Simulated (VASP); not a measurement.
# B: single point with PBE

Crystal: B.

```
CELL_PARAMETERS angstrom
1.88395 0.00000 0.00000
0.00000 1.88395 0.00000
0.00000 0.00000 1.88395
ATOMIC_POSITIONS crystal
B 0.00000 0.00000 0.00000
```

```json
{
 "Program": "VASP 6.6.1",
 "Task": "single point",
 "Functional": "PBE",
 "Potentials or basis": "VASP PAW PBE potentials, release 64 (B)",
 "Cutoff": "520 eV",
 "k mesh": "16 × 16 × 16",
 "Occupations": "fermi-dirac, width 0.1 eV",
 "Spin": "no spin polarisation"
}
```

The pressure is 0.0 GPa.

Levels at points of the mesh, in eV from the Fermi level:
| k point | band 1 | band 2 | band 3 | band 4 | band 5 |
| --- | --- | --- | --- | --- | --- |
| (0.00, 0.00, 0.00) | -15.82 | 13.61 | 13.61 | 13.61 | 24.04 |
| (0.50, 0.00, 0.00) | -8.27 | -6.24 | 17.49 | 17.49 | 29.98 |
| (0.50, 0.50, 0.00) | -1.98 | -1.98 | 4.29 | 8.14 | 20.65 |
| (0.50, 0.50, 0.50) | 3.40 | 3.40 | 3.40 | 16.57 | 16.57 |

Wall time 6.2 s on 1 thread of Intel Xeon 6975P-C (shared host), peak memory 0.11 GiB.
